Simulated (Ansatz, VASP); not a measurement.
**Ge2Sb2O: VASP beside Ansatz**

```
Ge Sb O
1.0
     3.63608    0.00000    0.00000
     0.00000    3.63608    0.00000
     0.00000    0.00000    8.51062
Ge Sb O
2 2 1
Direct
  0.50000 0.50000 0.22368
  0.50000 0.50000 0.77632
  0.00000 0.00000 0.00000
  0.00000 0.00000 0.50000
  0.50000 0.50000 0.50000
```

Alike in both runs: task single point; functional PBE; k mesh 6 × 6 × 2; occupations gaussian, width 0.1 eV; no spin polarisation.

```csv
,VASP,Ansatz
version,VASP 6.6.1,Ansatz 0.2.0
potentials or method,"VASP PAW PBE potentials, release 64 (Ge_d, Sb, O), cutoff 600 eV","scalar-relativistic, plane waves, PAW"
valence electrons in the cell,44,64
```

```csv
,VASP,Ansatz,Ansatz less VASP
gap on the k mesh at the Fermi level (eV),none,none,-
pressure (GPa),-4.4,-4.2,+0.20
"traceless stress, the component that is largest in VASP (GPa)",0.69,0.58,-0.110
rms of the force components (eV/Å),0.048,0.047,-0.0017
```

Atom by atom the forces differ by 0.002 eV/Å (rms over components). A gap of «none» marks a metal or a gap that the smearing closes. With one functional, cell and mesh, what is left measures potentials, basis and numerics. VASP's potentials hold 44 valence electrons a cell and Ansatz's 64, so a difference there can come from the potentials and not from the codes.

The k mesh is coarse, so the values compare programs but aren't converged. Spin-orbit coupling is off throughout.
